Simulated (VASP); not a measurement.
Crystal: Ba8Hf5Zr3O24.

```xyz
40
Lattice="8.3330 0.0000 0.0000 0.0000 8.3330 0.0000 0.0000 0.0000 8.3330" Properties=species:S:1:pos:R:3 pbc="T T T"
Ba    0.0101    8.3302    0.0009
Ba    0.0135    0.0056    4.1765
Ba    0.0133    4.1794    8.3027
Ba    8.2929    4.1258    4.1834
Ba    4.1644    8.3322    0.0227
Ba    4.1732    0.0054    4.2008
Ba    4.2120    4.1551    8.3198
Ba    4.1876    4.1335    4.1844
Hf    2.0836    2.0792    2.0841
Hf    2.0777    6.2572    2.0808
Hf    6.2543    2.0990    2.0928
Hf    6.2505    2.1396    6.2524
Hf    6.2649    6.2446    2.0790
Zr    2.0940    2.0865    6.2583
Zr    2.0670    6.2469    6.2327
Zr    6.1984    6.2484    6.2353
O     2.0505    2.0871    0.0036
O     2.0739    2.0721    4.1782
O     2.0847    6.2724    8.3066
O     2.0756    6.2842    4.1611
O     6.2846    2.0617    0.0294
O     6.2425    2.0843    4.1624
O     6.2246    6.2476    0.0022
O     6.2466    6.2689    4.1238
O     0.0183    2.0713    2.0836
O     0.0291    2.0966    6.2070
O     8.3271    6.2335    2.0640
O     0.0158    6.2423    6.2366
O     4.1705    2.0877    2.1207
O     4.1978    2.0234    6.2760
O     4.1495    6.2205    2.0916
O     4.1657    6.2229    6.2314
O     2.0658    8.3231    2.1012
O     2.0757    0.0365    6.2379
O     2.0660    4.1755    2.0793
O     2.1113    4.1573    6.2744
O     6.2254    0.0124    2.0752
O     6.2396    0.0259    6.2304
O     6.2571    4.1700    2.0741
O     6.2555    4.1669    6.2668
```

| Property | Result |
| --- | --- |
| Program | VASP 6.6.1 |
| Task | relaxation of volume and atoms at fixed shape |
| Functional | PBEsol |
| Potentials or basis | VASP PAW PBE potentials, release 64 (Ba_sv, Hf_pv, Zr_sv, O) |
| Cutoff | 700 eV |
| k mesh | 1 × 1 × 1, shifted |
| Occupations | fermi-dirac, width 0.05 eV |
| Spin | no spin polarisation |

At the start: pressure 0.2 GPa; volume 14.47 Å³/atom.

Q: Where does the relaxation end?

A: Over 14 steps the energy falls by 6.3 meV/atom; space group P1 (No. 1, to 0.1 Å) before, P4/mmm (No. 123, to 0.1 Å).

The path:
```csv
step,energy change (eV),largest force (eV/Å),pressure (GPa),volume (Å³)
1,0.0000,1.6106,0.16,578.63
2,-0.1508,1.0742,-0.29,579.85
3,-0.1864,0.4840,-0.21,579.48
4,-0.2246,0.1675,0.17,578.16
5,-0.2291,0.2175,0.37,577.50
6,-0.2412,0.1497,-0.33,579.81
7,-0.2412,0.1512,-0.33,579.84
8,-0.2486,0.0693,0.05,578.50
9,-0.2487,0.0835,0.11,578.33
10,-0.2508,0.0693,-0.03,578.77
11,-0.2509,0.0801,-0.05,578.83
12,-0.2524,0.0333,-0.02,578.70
13,-0.2526,0.0357,0.00,578.64
14,-0.2529,0.0246,0.01,578.61
```

Final structure:
```yaml
crystal:
  lattice:
    - [8.33286, 0.00000, 0.00000]
    - [0.00000, 8.33286, 0.00000]
    - [0.00000, 0.00000, 8.33286]
  atoms:
    - { symbol: Ba, position: [0.99990, 0.00029, 0.00092] }
    - { symbol: Ba, position: [0.99985, 0.00024, 0.49941] }
    - { symbol: Ba, position: [0.99975, 0.49955, 0.00091] }
    - { symbol: Ba, position: [0.99990, 0.49965, 0.49929] }
    - { symbol: Ba, position: [0.50045, 0.00028, 0.00066] }
    - { symbol: Ba, position: [0.50052, 0.00021, 0.49933] }
    - { symbol: Ba, position: [0.50037, 0.49973, 0.00076] }
    - { symbol: Ba, position: [0.50032, 0.49984, 0.49927] }
    - { symbol: Hf, position: [0.25016, 0.25007, 0.25020] }
    - { symbol: Hf, position: [0.24988, 0.75002, 0.24988] }
    - { symbol: Hf, position: [0.75007, 0.25010, 0.25009] }
    - { symbol: Hf, position: [0.75025, 0.24997, 0.75006] }
    - { symbol: Hf, position: [0.74988, 0.75001, 0.24980] }
    - { symbol: Zr, position: [0.25015, 0.25012, 0.75018] }
    - { symbol: Zr, position: [0.25018, 0.75003, 0.74994] }
    - { symbol: Zr, position: [0.75025, 0.74992, 0.74982] }
    - { symbol: O, position: [0.24878, 0.24972, 0.00186] }
    - { symbol: O, position: [0.25174, 0.25049, 0.49858] }
    - { symbol: O, position: [0.25070, 0.75046, 0.00157] }
    - { symbol: O, position: [0.24876, 0.74991, 0.49813] }
    - { symbol: O, position: [0.75149, 0.24975, 0.00040] }
    - { symbol: O, position: [0.74896, 0.25038, 0.49978] }
    - { symbol: O, position: [0.74863, 0.75026, 0.00132] }
    - { symbol: O, position: [0.75069, 0.74950, 0.49814] }
    - { symbol: O, position: [0.99994, 0.24895, 0.25181] }
    - { symbol: O, position: [0.99878, 0.25077, 0.74924] }
    - { symbol: O, position: [0.99975, 0.75063, 0.24853] }
    - { symbol: O, position: [0.99996, 0.74838, 0.75052] }
    - { symbol: O, position: [0.50016, 0.25051, 0.24887] }
    - { symbol: O, position: [0.50156, 0.24889, 0.75148] }
    - { symbol: O, position: [0.49982, 0.74896, 0.25033] }
    - { symbol: O, position: [0.50019, 0.75092, 0.74839] }
    - { symbol: O, position: [0.25068, 0.00010, 0.25036] }
    - { symbol: O, position: [0.24928, 0.00012, 0.74988] }
    - { symbol: O, position: [0.24895, 0.49993, 0.24976] }
    - { symbol: O, position: [0.25135, 0.49991, 0.75070] }
    - { symbol: O, position: [0.74898, 0.00012, 0.25033] }
    - { symbol: O, position: [0.75138, 0.00134, 0.74942] }
    - { symbol: O, position: [0.75059, 0.49983, 0.24949] }
    - { symbol: O, position: [0.74909, 0.49850, 0.75035] }
```

Caveat: the PAW data sets were made with another functional, which shifts forces and pressure a little.
